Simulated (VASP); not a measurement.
Input of a VASP 6.6.1 run:

File INCAR:

```
SYSTEM = Rh
  ALGO = Fast
  EDIFF = 1E-6
  ENCUT = 520
  GGA = PE
  ISIF = 2
  ISMEAR = 0
  LASPH = .TRUE.
  LCHARG = .FALSE.
  LREAL = .FALSE.
  LWAVE = .FALSE.
  NBANDS = 22
  NELM = 60
  PREC = Accurate
  SIGMA = 0.15
```

The input KPOINTS:

```
k-points
0
G
  18 18 10
  0 0 0
```

POSCAR

```
Rh
1.0
    2.8066000000      0.0000000000      0.0000000000
   -1.4033000000      2.4305868982      0.0000000000
    0.0000000000      0.0000000000      4.2448000000
Rh
2
Direct
    0.6666666667      0.3333333333      0.7500000000
    0.3333333333      0.6666666667      0.2500000000
```

Potentials or basis: VASP PAW PBE potentials, release 64 (Rh_pv).

The run is started by

```console
$ cat potpaw_PBE.64/Rh_pv/POTCAR > POTCAR
$ mpirun -np 1 vasp_std > vasp.out
```

What does it give for the band gap on the k mesh?

Zero (bands 15 and 16 overlap by 2.00 eV).

What does it give for the pressure?

-4.7 GPa.

Stress tensor (GPa, compression positive):
```
-9.31  0.00  0.00
 0.00 -9.31  0.00
 0.00  0.00  4.39
```

Caveat: the cell stands under tension.
